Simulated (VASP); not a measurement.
Here is a VASP 6.6.1 calculation.

Contents of INCAR:

```
SYSTEM = Pt
PREC     = Accurate       ! precision mode
ENCUT    = 520            ! plane-wave cutoff, eV
EDIFF    = 1E-7           ! SCF threshold, eV
ISMEAR   = -1             ! smearing method
SIGMA    = 0.1            ! smearing width, eV
LREAL    = .False.        ! projectors in reciprocal space
LASPH    = .True.         ! aspherical terms in the spheres
NELM     = 60             ! most SCF steps
ALGO     = Normal         ! electronic algorithm
ISIF     = 2              ! what is computed and relaxed
LWAVE    = .False.        ! write WAVECAR
LCHARG   = .True.         ! write CHGCAR
GGA      = PE             ! functional
LELF     = .True.         ! ELF
LVHAR    = .True.       
NBANDS   = 11             ! bands
```

The input KPOINTS:

```
regular mesh
0
Gamma
  7 7 7
  0 0 0
```

File POSCAR:

```
Pt
1.0
    0.0000000000      1.9857786782      1.9857786782
    1.9857786782      0.0000000000      1.9857786782
    1.9857786782      1.9857786782      0.0000000000
Pt
1
Direct
    0.0000000000      0.0000000000      0.0000000000
```

Potentials or basis: VASP PAW PBE potentials, release 64 (Pt).

Launch:

```sh
$ cat potpaw_PBE.64/Pt/POTCAR > POTCAR
$ mpirun -np 1 vasp_std > vasp.out
```

(1) Predict the pressure.

(2) Predict the band gap on the k mesh.

Answers

(1) 0.9 GPa.

(2) zero (band 5 reaches 10.84 eV, above the bottom of band 6 at 8.95 eV).

Caveat: the k points lie up to 0.39 Å⁻¹ apart; spin-orbit coupling is left out, which moves the levels of the heavy elements.
